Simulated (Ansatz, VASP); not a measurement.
# One calculation of KCl, two programs

```
K Cl
1.0
     0.00000    3.14485    3.14485
     3.14485    0.00000    3.14485
     3.14485    3.14485    0.00000
K Cl
1 1
Direct
  0.00000 0.00000 0.00000
  0.50000 0.50000 0.50000
```

Alike in both runs: task single point; functional HSE06; k mesh 6 × 6 × 6; no spin polarisation.

|  | VASP | Ansatz |
| --- | --- | --- |
| version | VASP 6.6.1 | Ansatz 0.2.0 |
| potentials or method | VASP PAW PBE potentials, release 64 (K_sv, Cl) | plane waves, PAW |
| plane-wave cutoff (eV) | 520 | 420 |
| occupations | gaussian, width 0.01 eV | fixed |
| valence electrons in the cell | 16 | 16 |

|  | VASP | Ansatz | Ansatz less VASP |
| --- | --- | --- | --- |
| gap on the k mesh at the Fermi level (eV) | 6.50 | 6.51 | +0.004 |
| pressure (GPa) | 0.5 | 0.5 | -0.03 |

Ansatz's warnings: stress exchange threshold loose, stress scf threshold loose.
